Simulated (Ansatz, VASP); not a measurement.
# One calculation of Zr2PbO, two programs

Contents of INCAR:

```
SYSTEM = Zr2PbO
PREC = Accurate
ENCUT = 520
EDIFF = 1E-6
ISMEAR = 0
SIGMA = 0.1
LREAL = .False.
LASPH = .True.
NELM = 100
ALGO = Normal
ISIF = 2
LWAVE = .False.
LCHARG = .False.
GGA = PE
NBANDS = 30
```

File KPOINTS:

```
Automatic mesh
0
Gamma
  6 6 4
  0 0 0
```

The input POSCAR:

```
Zr2PbO
1.0
    4.5897955400      0.0000000000      0.0000000000
   -2.2948977700      3.9748795400      0.0000000000
    0.0000000000      0.0000000000      4.0011919400
Zr Pb O
2 1 1
Direct
    0.3333333300      0.6666666700      0.4540204600
    0.6666666700      0.3333333300      0.5459795400
    0.0000000000      0.0000000000      0.5000000000
    0.0000000000      0.0000000000      0.0000000000
```

Input for Ansatz:

```yaml
crystal:
  lattice:
    - [4.58979554, 0.0, 0.0]
    - [-2.29489777, 3.97487954, 0.0]
    - [0.0, 0.0, 4.00119194]
  atoms:
    - { symbol: Zr, position: [0.33333333, 0.66666667, 0.45402046] }
    - { symbol: Zr, position: [0.66666667, 0.33333333, 0.54597954] }
    - { symbol: Pb, position: [0.0, 0.0, 0.5] }
    - { symbol: O, position: [0.0, 0.0, 0.0] }
basis:
  ecutwfc: 420
kpoints:
  mp_grid: { grid: [6, 6, 4] }
hamiltonian:
  xc: pbe
scf:
  occupations: { method: gaussian, width: 0.1 }
  lower_state_search: "off"
output:
  forces: true
  stress: true
  eigenvalues: true
```

Alike in both runs: task single point; functional PBE; k mesh 6 × 6 × 4; occupations gaussian, width 0.1 eV; no spin polarisation.

|  | VASP | Ansatz |
| --- | --- | --- |
| version | VASP 6.6.1 | Ansatz 0.2.0 |
| potentials or method | VASP PAW PBE potentials, release 64 (Zr_sv, Pb_d, O), cutoff 520 eV | scalar-relativistic, plane waves, PAW |
| valence electrons in the cell | 44 | 44 |

|  | VASP | Ansatz | Ansatz less VASP |
| --- | --- | --- | --- |
| gap on the k mesh at the Fermi level (eV) | none | none | - |
| rms of the force components (eV/Å) | 0.482 | 0.478 | -0.0041 |

Atom by atom the forces differ by 0.004 eV/Å (rms over components). A gap of «none» marks a metal or a gap that the smearing closes.

The k mesh is coarse, so the values compare programs but aren't converged. Neither program's run includes spin-orbit coupling.
